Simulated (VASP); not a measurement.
# WS2 (P4/mmm) in VASP: notebook, part 2 of 2

VASP 6.6.1. Earlier steps stand in the parts before.

### 6 Single point, PBE (volume scaled by 1.02)

Input file INCAR:

```
SYSTEM = WS2
ALGO = Normal
EDIFF = 1E-6
ENCUT = 520
GGA = PE
ISIF = 2
ISMEAR = -1
LASPH = .TRUE.
LCHARG = .FALSE.
LREAL = .FALSE.
LWAVE = .FALSE.
NBANDS = 20
NELM = 100
PREC = Accurate
SIGMA = 0.05
```

Input file KPOINTS:

```
k-points
0
G
  8 8 3
  0 0 0
```

Input file POSCAR:

```
WS2
1.0
    3.4287735136      0.0000000000      0.0000000000
    0.0000000000      3.4287735136      0.0000000000
    0.0000000000      0.0000000000     10.8285260857
W S
1 2
Direct
    0.5000000000      0.5000000000      0.5000000000
    0.5000000000      0.5000000000      0.9155235500
    0.5000000000      0.5000000000      0.0844764500
```

Potentials or basis: VASP PAW PBE potentials, release 64 (W_sv, S).

Command:

```
> cat potpaw_PBE.64/W_sv/POTCAR potpaw_PBE.64/S/POTCAR > POTCAR
> mpirun -np 1 vasp_std > vasp.out
```

OUTCAR:

```text
SYSTEM = WS2
   EDIFF = 1E-6
   ENCUT = 520
   GGA = PE
   ISIF = 2
   ISMEAR = -1
   LASPH = .TRUE.
   LREAL = .FALSE.
   NELM = 100
   PREC = Accurate

 ion  position               nearest neighbor table
   1  0.500  0.500  0.500-
   2  0.500  0.500  0.916-   3 1.83
   3  0.500  0.500  0.084-   2 1.83

  LATTYP: Found a simple tetragonal cell.
 ALAT       =     3.4287735136
 C/A-ratio  =     3.1581339633

  Lattice vectors:

 A1 = (   3.4287735136,   0.0000000000,   0.0000000000)
 A2 = (   0.0000000000,   3.4287735136,   0.0000000000)
 A3 = (   0.0000000000,   0.0000000000,  10.8285260857)

Analysis of symmetry for initial positions (statically):
=====================================================================
 Subroutine PRICEL returns:
 Original cell was already a primitive cell.

 Routine SETGRP: Setting up the symmetry group for a
 simple tetragonal supercell.

 Subroutine GETGRP returns: Found 16 space group operations
 (whereof 16 operations were pure point group operations)
 out of a pool of 16 trial point group operations.

[... 156 lines left out ...]
 Free energy of the ion-electron system (eV)
  ---------------------------------------------------
  ext. energy  EPLUGINS =         0.00000000
  ---------------------------------------------------
  free energy    TOTEN  =       -13.20461183 eV

  energy without entropy =      -13.13674217  energy(sigma->0) =      -13.17067700

 E-fermi :   0.2699     XC(G=0):  -7.0703

 val. band max:        0.2576274682   @ k =   0.2500   0.1250   0.0000
 cond. band min:       0.2894310225   @ k =   0.5000   0.1250   0.0000
 fundamental gap:      0.0318035543
 Fermi energy:         0.2698812727

 k-point     1 :       0.0000    0.0000    0.0000
  band No.  band energies     occupation
      1     -74.2634      2.00000
      2     -38.4509      2.00000
      3     -38.2487      2.00000
      4     -38.2487      2.00000
      5     -16.1927      2.00000
      6     -10.2047      2.00000
[... 541 lines left out ...]
     19       4.6604      0.00000
     20       5.7319      0.00000

 [... further k-points ...]
[... 5 lines left out ...]
  --------------------------------------------------------------------------------------
  -------------------------------------------------------------------------------------
  Total       -9.5490197     -9.5490197      3.9125166      0.0000000     -0.0000000     -0.0000000
  in kB     -120.1772956   -120.1772956     49.2402023      0.0000000     -0.0000000     -0.0000000
  external PRESSURE =     -63.7047963 kB  Pullay stress =       0.0000000 kB

 VOLUME and BASIS-vectors are now :
 -----------------------------------------------------------------------------
  energy-cutoff  :      520.00
  volume of cell :      127.31
      direct lattice vectors                 reciprocal lattice vectors
     3.428773514  0.000000000  0.000000000     0.291649476  0.000000000  0.000000000
     0.000000000  3.428773514  0.000000000     0.000000000  0.291649476  0.000000000
     0.000000000  0.000000000 10.828526086     0.000000000  0.000000000  0.092348672

 POSITION                                       TOTAL-FORCE (eV/Angst)
 -----------------------------------------------------------------------------------
      1.71439      1.71439      5.41426        -0.000000      0.000000      0.000000
      1.71439      1.71439      9.91377         0.000000     -0.000000     -2.281865
      1.71439      1.71439      0.91476        -0.000000      0.000000      2.281865
 -----------------------------------------------------------------------------------
    total drift:                                0.000000      0.000000      0.000000

  FREE ENERGIE OF THE ION-ELECTRON SYSTEM (eV)
  ---------------------------------------------------
  free  energy   TOTEN  =       -13.2046118337 eV

  energy  without entropy=      -13.1367421699  energy(sigma->0) =      -13.17067700
```

OSZICAR:

```text
N       E                     dE             d eps       ncg     rms          rms(c)
DAV:   1     0.153265535088E+03    0.15327E+03   -0.13969E+04  1440   0.111E+03
DAV:   2    -0.399381482879E+01   -0.15726E+03   -0.15303E+03  1528   0.245E+02
DAV:   3    -0.152218487997E+02   -0.11228E+02   -0.10844E+02  1444   0.601E+01
DAV:   4    -0.155475656596E+02   -0.32572E+00   -0.31858E+00  1492   0.103E+01
DAV:   5    -0.155568727777E+02   -0.93071E-02   -0.92985E-02  1504   0.175E+00    0.188E+01
DAV:   6    -0.253533920257E+02   -0.97965E+01   -0.20923E+02  1372   0.167E+01    0.216E+01
DAV:   7    -0.133275524486E+02    0.12026E+02   -0.12570E+02  1404   0.197E+01    0.863E+00
DAV:   8    -0.132615575627E+02    0.65995E-01   -0.20501E+00  1352   0.640E+00    0.207E+00
DAV:   9    -0.132075041394E+02    0.54053E-01   -0.32208E-01  1384   0.162E+00    0.938E-01
DAV:  10    -0.132058290200E+02    0.16751E-02   -0.92301E-03  1424   0.486E-01    0.441E-01
DAV:  11    -0.132047357683E+02    0.10933E-02   -0.10357E-02  1380   0.434E-01    0.181E-01
DAV:  12    -0.132046548262E+02    0.80942E-04   -0.55789E-04  1368   0.117E-01    0.655E-02
DAV:  13    -0.132046027198E+02    0.52106E-04   -0.14694E-04  1408   0.553E-02    0.245E-02
DAV:  14    -0.132046115211E+02   -0.88013E-05   -0.88961E-05  1420   0.436E-02    0.971E-03
DAV:  15    -0.132046118337E+02   -0.31263E-06   -0.64824E-06  1332   0.123E-02
   1 F= -.13204612E+02 E0= -.13170677E+02  d E =-.678697E-01
```

Wall time 2.4 min (1 thread of Intel Xeon 8259CL, shared host); peak memory 0.27 GiB.

Results:

- Free energy: -13.2046 eV
- Pressure: -6.4 GPa
- Largest force: 2.282 eV/Å
- Band gap on the k mesh: zero (band 13 reaches 1.20 eV, above the bottom of band 14 at -0.01 eV)

Forces on the atoms (eV/Å):
```
W    0.000  0.000  0.000
S    0.000  0.000 -2.282
S    0.000  0.000  2.282
```

Caveat: spin-orbit coupling is left out, which moves the levels of the heavy elements; forces of over 1 eV/Å act on the atoms, so gaps and moduli don't describe the material at rest.

### 7 Summary

| cell | gap on the mesh (eV) | pressure (GPa) | largest force (eV/Å) |
| --- | --- | --- | --- |
| a = 3.337, b = 3.337, c = 10.538 Å, 3 atoms | none | -5.3 | 4.47 |
| a = 3.360, b = 3.360, c = 10.612 Å, 3 atoms | none | -5.6 | 3.87 |
| a = 3.383, b = 3.383, c = 10.685 Å, 3 atoms | none | -5.9 | 3.30 |
| a = 3.406, b = 3.406, c = 10.757 Å, 3 atoms | none | -6.2 | 2.77 |
| a = 3.429, b = 3.429, c = 10.829 Å, 3 atoms | none | -6.4 | 2.28 |

Alike in all rows: task single point; level PBE; potentials or basis VASP PAW PBE potentials, release 64 (W_sv, S); no spin polarisation; k mesh 8 × 8 × 3; cutoff (eV) 520; smearing fermi-dirac 0.05 eV.

Caveats: spin-orbit coupling is left out, which moves the levels of the heavy elements; forces of over 1 eV/Å act on the atoms, so gaps and moduli don't describe the material at rest.

Absolute energies hang on the potentials; compare differences alone.
